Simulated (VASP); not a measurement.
# Al6N in VASP: further runs, part 2 of 3

VASP 6.6.1.

## Step 3: Single point, PBE

INCAR

```
ALGO = Normal
DIPOL = 0.5 0.5 0.301
EDIFF = 1E-6
ENCUT = 520
GGA = PE
IDIPOL = 3
ISIF = 2
ISMEAR = 0
LASPH = T
LCHARG = F
LDIPOL = T
LREAL = F
LWAVE = F
NBANDS = 36
NELM = 80
PREC = Accurate
SIGMA = 0.1
```

KPOINTS

```
k-points
0
Gamma
  5 5 1
```

POSCAR

```
Al6N
1.0
    5.7143028096      0.0000000000      0.0000000000
    0.0000000000      5.7143028096      0.0000000000
    0.0000000000      0.0000000000     22.1750227687
Al N
12 2
Direct
    0.2500000000      0.2500000000      0.1803831293
    0.2500000000      0.7500000000      0.1803831293
    0.7500000000      0.2500000000      0.1803831293
    0.7500000000      0.7500000000      0.1803831293
    0.0000000000      0.0000000000      0.2744094920
    0.0000000000      0.5000000000      0.2744094920
    0.5000000000      0.0000000000      0.2744094920
    0.5000000000      0.5000000000      0.2744094920
    0.2500000000      0.2500000000      0.3686590473
    0.2500000000      0.7500000000      0.3686590473
    0.7500000000      0.2500000000      0.3686590473
    0.7500000000      0.7500000000      0.3686590473
    0.4037502879      0.5000000000      0.4624582746
    0.5962497121      0.5000000000      0.4624582746
```

Potentials or basis: VASP PAW PBE potentials, release 64 (Al, N).

Run with:

```bash
> cat potpaw_PBE.64/Al/POTCAR potpaw_PBE.64/N/POTCAR > POTCAR
> mpirun -np 1 vasp_std > vasp.out
```

OUTCAR:

```text
EDIFF = 1E-6
   ENCUT = 520
   GGA = PE
   ISIF = 2
   ISMEAR = 0
   LASPH = T
   LREAL = F
   NELM = 80
   PREC = Accurate

 ion  position               nearest neighbor table
   1  0.250  0.250  0.180-   2 2.86   3 2.86   2 2.86   3 2.86   7 2.90   8 2.90   5 2.90   6 2.90

   2  0.250  0.750  0.180-   1 2.86   4 2.86   1 2.86   4 2.86   7 2.90   8 2.90   5 2.90   6 2.90

   3  0.750  0.250  0.180-   1 2.86   4 2.86   4 2.86   1 2.86   7 2.90   8 2.90   5 2.90   6 2.90
[... 15 lines left out ...]
  11  0.750  0.250  0.369-   9 2.86  12 2.86  12 2.86   9 2.86   5 2.91   6 2.91   7 2.91   8 2.91

  12  0.750  0.750  0.369-  10 2.86  11 2.86  11 2.86  10 2.86   5 2.91   6 2.91   7 2.91   8 2.91

  13  0.404  0.500  0.462-  14 1.10
  14  0.596  0.500  0.462-  13 1.10

  LATTYP: Found a simple tetragonal cell.
 ALAT       =     5.7143028096
 C/A-ratio  =     3.8806173750

  Lattice vectors:

 A1 = (   5.7143028096,   0.0000000000,   0.0000000000)
 A2 = (   0.0000000000,   5.7143028096,   0.0000000000)
 A3 = (   0.0000000000,   0.0000000000,  22.1750227687)

Analysis of symmetry for initial positions (statically):
=====================================================================
 Subroutine PRICEL returns:
 Original cell was already a primitive cell.

 Routine SETGRP: Setting up the symmetry group for a
 simple tetragonal supercell.

 Subroutine GETGRP returns: Found  4 space group operations
 (whereof  4 operations were pure point group operations)
 out of a pool of 16 trial point group operations.

The static configuration has the point symmetry C_2v.

Analysis of symmetry for dynamics (positions and initial velocities):
=====================================================================
 Subroutine PRICEL returns:
 Original cell was already a primitive cell.

 Routine SETGRP: Setting up the symmetry group for a
 simple tetragonal supercell.

 Subroutine GETGRP returns: Found  4 space group operations
 (whereof  4 operations were pure point group operations)
 out of a pool of 16 trial point group operations.

The dynamic configuration has the point symmetry C_2v.

 Subroutine INISYM returns: Found  4 space group operations
 (whereof  4 operations are pure point group operations),
 and found     1 'primitive' translations

----------------------------------------------------------------------------------------

                                     Primitive cell

  volume of cell :     724.0867

  direct lattice vectors                    reciprocal lattice vectors
     5.714302810  0.000000000  0.000000000     0.174999476  0.000000000  0.000000000
     0.000000000  5.714302810  0.000000000     0.000000000  0.174999476  0.000000000
     0.000000000  0.000000000 22.175022769     0.000000000  0.000000000  0.045095782

  length of vectors
     5.714302810  5.714302810 22.175022769     0.174999476  0.174999476  0.045095782

  position of ions in fractional coordinates (direct lattice)
     0.250000000  0.250000000  0.180383129
     0.250000000  0.750000000  0.180383129
[... 75 lines left out ...]
 SYSTEM =  unknown system
   PREC   = accura    normal or accurate (medium, high low for compatibility)
   ISTART =      0    job   : 0-new  1-cont  2-samecut
   ICHARG =      2    charge: 1-file 2-atom 10-const
   ISPIN  =      1    spin polarized calculation?
   LNONCOLLINEAR =      F non collinear calculations
   LSORBIT =      F    spin-orbit coupling
   LASPH  =      T    aspherical Exc in radial PAW
   ENCUT  =  520.0 eV  38.22 Ry    6.18 a.u.  10.62 10.62 41.23*2*pi/ulx,y,z
   NELM   =     80;   NELMIN=  2; NELMDL= -5     # of ELM steps
   EDIFF  = 0.1E-05   stopping-criterion for ELM
   LREAL  =      F    real-space projection
   EDIFFG = 0.1E-04   stopping-criterion for IOM
   NSW    =      0    number of steps for IOM
   IBRION =     -1    ionic relax: 0-MD 1-quasi-New 2-CG
   NFREE  =      0    steps in history (QN), initial steepest desc. (CG)
   ISIF   =      2    stress and relaxation
   ISYM   =      2    0-nonsym 1-usesym 2-fastsym
   POTIM  = 0.5000    time-step for ionic-motion
   TEBEG  =    0.0;   TEEND  =   0.0 temperature during run
   PSTRESS=    0.0 pullay stress
   NELECT =      46.0000    total number of electrons
   NUPDOWN=      -1.0000    fix difference up-down
   EMIN   =  10.00;   EMAX   =-10.00  energy-range for DOS
   EFERMI =   0.00;   METHOD = LEGACY
   ISMEAR =     0;   SIGMA  =   0.10  broadening in eV -4-tet -1-fermi 0-gaus
   EFERMI_NEDOS =   21; number of points for ismear=-14 and -15
   IALGO  =     38    algorithm
   IMIX   =      4    mixing-type and parameters
     AMIX     =   0.40;   BMIX     =  1.00
     AMIX_MAG =   1.60;   BMIX_MAG =  1.00
  volume/ion in A,a.u.               =      51.72       349.03
  Fermi-wavevector in a.u.,A,eV,Ry     =   0.653227  1.234419  5.805675  0.426705
  Thomas-Fermi vector in A             =   1.723399
   LORBIT       =      0    0 simple, 1 ext, 2 COOP (PROOUT), +10 PAW based schemes
   GGA     = PE    functional components
   LHFCALC =     F    Hartree Fock is set to
   AEXX    =    0.0000 exact exchange contribution
   IVDW    =     0    specifies the selected vdW correction
   LEPSILON=     F    determine dielectric tensor
   LRPA    =     F    only Hartree local field effects (RPA)
 non-spin polarized calculation
 Gauss-broadening in eV      SIGMA  =   0.10
  energy-cutoff  :      520.00
  volume of cell :      724.09
 maximum number of plane-waves:     19529
   NGX = 21   NGY = 21   NGZ = 83

 dipolmoment           0.000000      0.000000      0.002692 electrons x Angstroem

 number of electron      46.0000001 magnetization

 dipolmoment           0.000000      0.000000     -0.047561 electrons x Angstroem

 Free energy of the ion-electron system (eV)
  ---------------------------------------------------
  ext. energy  EPLUGINS =         0.00000000
  ---------------------------------------------------
  free energy    TOTEN  =       -56.83658440 eV

  energy without entropy =      -56.81594760  energy(sigma->0) =      -56.82626600

 E-fermi :  -0.5739     XC(G=0):  -3.9816

 val. band max:       -0.6411035993   @ k =   0.4000   0.2000   0.0000
 cond. band min:      -0.5388929061   @ k =  -0.2000   0.4000   0.0000
 fundamental gap:      0.1022106932
 Fermi energy:        -0.5739472586

 k-point     1 :       0.0000    0.0000    0.0000
  band No.  band energies     occupation
      1     -25.0632      2.00000
      2     -10.8352      2.00000
      3     -10.4810      2.00000
      4      -9.3547      2.00000
      5      -8.6240      2.00000
      6      -8.2243      2.00000
[... 331 lines left out ...]
     34       2.1450      0.00000
     35       2.3454      0.00000
 [bands above 35 left out]

------------------------ aborting loop because EDIFF is reached ----------------------------------------

 vacuum level on the upper side and lower side of the slab       (xc-potential included)        -0.145         0.119

  FORCE on cell =-STRESS in cart. coord.  units (eV):
  Direction    XX          YY          ZZ          XY          YZ          ZX
  --------------------------------------------------------------------------------------
  -------------------------------------------------------------------------------------
  Total       -0.4531597     -5.7090439      2.9997681      0.0000000      0.0000000      0.0000000
  in kB       -1.0027006    -12.6323279      6.6375483      0.0000000      0.0000000      0.0000000
  external PRESSURE =      -2.3324934 kB  Pullay stress =       0.0000000 kB

 VOLUME and BASIS-vectors are now :
 -----------------------------------------------------------------------------
  energy-cutoff  :      520.00
  volume of cell :      724.09
      direct lattice vectors                 reciprocal lattice vectors
     5.714302810  0.000000000  0.000000000     0.174999476  0.000000000  0.000000000
     0.000000000  5.714302810  0.000000000     0.000000000  0.174999476  0.000000000
     0.000000000  0.000000000 22.175022769     0.000000000  0.000000000  0.045095782

 POSITION                                       TOTAL-FORCE (eV/Angst)
 -----------------------------------------------------------------------------------
      1.42858      1.42858      4.00000        -0.020688     -0.050496      0.018167
      1.42858      4.28573      4.00000        -0.020688      0.050496      0.018167
      4.28573      1.42858      4.00000         0.020688     -0.050496      0.018167
      4.28573      4.28573      4.00000         0.020688      0.050496      0.018167
      0.00000      0.00000      6.08504         0.000000     -0.000000      0.023211
      0.00000      2.85715      6.08504         0.000000     -0.000000     -0.055007
      2.85715      0.00000      6.08504         0.000000     -0.000000     -0.098631
      2.85715      2.85715      6.08504         0.000000     -0.000000      0.121667
      1.42858      1.42858      8.17502        -0.338904     -0.406303     -0.419032
      1.42858      4.28573      8.17502        -0.338904      0.406303     -0.419032
      4.28573      1.42858      8.17502         0.338904     -0.406303     -0.419032
      4.28573      4.28573      8.17502         0.338904      0.406303     -0.419032
      2.30715      2.85715     10.25502        -5.387774     -0.000000      0.806111
      3.40715      2.85715     10.25502         5.387774     -0.000000      0.806111
 -----------------------------------------------------------------------------------
    total drift:                                0.000000      0.000000     -0.000176

  FREE ENERGIE OF THE ION-ELECTRON SYSTEM (eV)
  ---------------------------------------------------
  free  energy   TOTEN  =       -56.8365844044 eV

  energy  without entropy=      -56.8159476031  energy(sigma->0) =      -56.82626600

 vacuum level on the upper side and lower side of the slab         3.504         3.769
```

Run time: 11 min. Hardware: 1 thread of Intel Xeon Platinum 8259CL at 2.50GHz (Skylake/Cascade Lake), shared host; peak memory 0.7 GiB.

What came out:

* Free energy: -56.8366 eV
* Largest force: 5.448 eV/Å
* Band gap on the k mesh: zero (bands 23 and 24 overlap by 0.51 eV)

Forces in eV/Å, atoms in the order of the input:
```
Al  -0.021 -0.050  0.018
Al  -0.021  0.050  0.018
Al   0.021 -0.050  0.018
Al   0.021  0.050  0.018
Al   0.000  0.000  0.023
Al   0.000  0.000 -0.055
Al   0.000  0.000 -0.099
Al   0.000  0.000  0.122
Al  -0.339 -0.406 -0.419
Al  -0.339  0.406 -0.419
Al   0.339 -0.406 -0.419
Al   0.339  0.406 -0.419
N   -5.388  0.000  0.806
N    5.388  0.000  0.806
```

Levels at points of the mesh, in eV from the Fermi level:
| k point | band 21 | band 22 | band 23 | band 24 | band 25 | band 26 |
| --- | --- | --- | --- | --- | --- | --- |
| (0.00, 0.00, 0.00) | -0.87 | -0.85 | -0.48 | -0.20 | -0.17 | -0.11 |

Caveat: the standard files for N, O and F lose accuracy on very short bonds.

## Step 4: Single point, PBE

INCAR

```
ALGO = Normal
DIPOL = 0.5 0.5 0.307
EDIFF = 1E-6
ENCUT = 520
GGA = PE
IDIPOL = 3
ISIF = 2
ISMEAR = 0
LASPH = True
LCHARG = True
LDIPOL = True
LELF = True
LREAL = False
LVACPOTAV = True
LVHAR = True
LWAVE = False
NBANDS = 36
NELM = 80
PREC = Accurate
SIGMA = 0.1
```

KPOINTS is that of step 3.

POSCAR, as its differences from that of step 3:

```diff
@@ -20,3 +20,3 @@
     0.7500000000      0.7500000000      0.3686590473
-    0.4037502879      0.5000000000      0.4624582746
-    0.5962497121      0.5000000000      0.4624582746
+    0.4037502879      0.5000000000      0.5039463943
+    0.5962497121      0.5000000000      0.5039463943
```

Run with:

```bash
> cat potpaw_PBE.64/Al/POTCAR potpaw_PBE.64/N/POTCAR > POTCAR
> mpirun -np 1 vasp_std > vasp.out
```

It took 12 min on 1 thread of Intel Xeon Platinum 8259CL at 2.50GHz (Skylake/Cascade Lake), shared host; peak memory 0.71 GiB.

It converged, with:

- Free energy: -57.7572 eV
- Largest force: 2.474 eV/Å
- Band gap on the k mesh: zero (bands 23 and 24 overlap by 0.53 eV)

Forces on the atoms (eV/Å):
```
Al  -0.006 -0.005  0.015
Al  -0.006  0.005  0.015
Al   0.006 -0.005  0.015
Al   0.006  0.005  0.015
Al   0.000  0.000  0.018
Al   0.000  0.000 -0.002
Al   0.000  0.000 -0.006
Al   0.000  0.000 -0.002
Al  -0.042 -0.053 -0.123
Al  -0.042  0.053 -0.123
Al   0.042 -0.053 -0.123
Al   0.042  0.053 -0.123
N   -2.465  0.000  0.211
N    2.465  0.000  0.211
```

Levels at points of the mesh, in eV from the Fermi level:
```
           k point  band 20  band 21  band 22  band 23  band 24  band 25  band 26  band 27
(0.00, 0.00, 0.00)    -0.78    -0.76    -0.67    -0.33     0.02     0.04     0.05     0.05
```

Caveat: the standard files for N, O and F lose accuracy on very short bonds.

## Step 5: Single point, PBE

INCAR

```
ALGO = Normal ; DIPOL = 0.5 0.5 0.295
EDIFF = 1E-6 ; ENCUT = 520
GGA = PE ; IDIPOL = 3
ISIF = 2 ; ISMEAR = 0
LASPH = True ; LCHARG = False
LDIPOL = True ; LREAL = False
LWAVE = False ; NBANDS = 36
NELM = 100 ; PREC = Accurate
SIGMA = 0.1
```

KPOINTS is that of step 4.

POSCAR, as its differences from that of step 4:

```diff
@@ -20,3 +20,3 @@
     0.7500000000      0.7500000000      0.3686590473
-    0.4037502879      0.5000000000      0.5039463943
-    0.5962497121      0.5000000000      0.5039463943
+    0.3889628322      0.5000000000      0.4191663236
+    0.6110371678      0.5000000000      0.4191663236
```

Run with:

```bash
> cat potpaw_PBE.64/Al/POTCAR potpaw_PBE.64/N/POTCAR > POTCAR
> mpirun -np 1 vasp_std > vasp.out
```

It took 12 min on 1 thread of Intel Xeon Platinum 8259CL at 2.50GHz (Skylake/Cascade Lake), shared host; peak memory 0.69 GiB.

It converged, with:

| Quantity | Value |
| --- | --- |
| Free energy | -57.2742 eV |
| Largest force | 3.053 eV/Å |
| Band gap on the k mesh | zero (bands 23 and 24 overlap by 0.68 eV) |

Forces in eV/Å, atoms in the order of the input:
```
Al   0.047  0.000  0.031
Al   0.047  0.000  0.031
Al  -0.047  0.000  0.031
Al  -0.047  0.000  0.031
Al   0.000  0.000 -0.072
Al   0.000  0.000  0.034
Al   0.000  0.000  0.207
Al   0.000  0.000 -0.141
Al  -0.595 -0.389  0.114
Al  -0.595  0.389  0.114
Al   0.595 -0.389  0.114
Al   0.595  0.389  0.114
N   -3.038  0.000 -0.303
N    3.038  0.000 -0.303
```

Levels at points of the mesh, in eV from the Fermi level:
| k point | band 19 | band 20 | band 21 | band 22 | band 23 | band 24 | band 25 | band 26 | band 27 | band 28 |
| --- | --- | --- | --- | --- | --- | --- | --- | --- | --- | --- |
| (0.00, 0.00, 0.00) | -1.82 | -1.15 | -0.45 | -0.41 | -0.39 | -0.37 | -0.36 | 0.05 | 0.37 | 1.20 |

(Continued in part 3 of 3.)

The gap in the log of VASP goes by the Fermi energy; the results here count the filled bands.